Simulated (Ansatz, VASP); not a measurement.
**TiAl in VASP and in Ansatz**

INCAR

```
PREC = Accurate
ENCUT = 600
EDIFF = 1E-6
ISMEAR = -1
SIGMA = 0.05
LREAL = F
LASPH = T
NELM = 100
ALGO = Normal
ISIF = 3
LWAVE = F
LCHARG = F
GGA = B5
ALDAX = 1.0
AGGAX = 1.0
AGGAC = 1.0
ALDAC = 0.0
IVDW = 12
VDW_S6 = 1.0
VDW_S8 = 2.6996
VDW_A1 = 0.4298
VDW_A2 = 4.2359
IBRION = 2
NSW = 60
EDIFFG = -0.01
```

Contents of KPOINTS:

```
Automatic mesh
0
Gamma
  8 8 8
```

The input POSCAR:

```
TiAl
1.0
    3.1790640000      0.0000000000      0.0000000000
    0.0000000000      3.1790640000      0.0000000000
    0.0000000000      0.0000000000      3.1790640000
Ti Al
1 1
Direct
    0.0000000000      0.0000000000      0.0000000000
    0.5000000000      0.5000000000      0.5000000000
```

File input.yaml:

```yaml
crystal:
  lattice:
    - [3.179064, 0.0, 0.0]
    - [0.0, 3.179064, 0.0]
    - [0.0, 0.0, 3.179064]
  atoms:
    - { symbol: Ti, position: [0.0, 0.0, 0.0] }
    - { symbol: Al, position: [0.5, 0.5, 0.5] }
hamiltonian:
  xc: blyp
  pseudopotentials: { kind: paw }
  dispersion: d3bj
kpoints:
  mp_grid: { grid: [8, 8, 8] }
scf:
  occupations: { method: fermi_dirac, width: 0.05 }
output:
  forces: true
  stress: true
  eigenvalues: true
relax:
  f_tol: 0.01
  max_steps: 40
  cell: { stress_tol: 0.05 }
```

Alike in both runs: task relaxation of cell and atoms; functional BLYP; dispersion D3(BJ); k mesh 8 × 8 × 8; occupations fermi-dirac, width 0.05 eV; no spin polarisation.

|  | VASP | Ansatz |
| --- | --- | --- |
| version | VASP 6.6.1 | Ansatz 0.2.0 |
| potentials or method | VASP PAW PBE potentials, release 64 (Ti_sv, Al) | Ansatz PAW |
| plane-wave cutoff (eV) | 600 | 420 |
| valence electrons in the cell | 15 | 15 |

```tsv
	VASP	Ansatz	Ansatz less VASP
gap on the k mesh at the Fermi level, each at its own relaxed structure (eV)	none	none	-
relaxed volume (Å³/atom)	14.92	14.90	-0.020
relaxed cell length with the largest relative difference (Å)	3.101	3.100	-0.0014
```

VASP's potentials were made for PBE, not for BLYP. A gap of «none» marks a metal or a gap that the smearing closes.

Noted on Ansatz's run: the plane-wave basis is chosen anew once the cell has moved, so the energies of steps on either side of that aren't comparable.
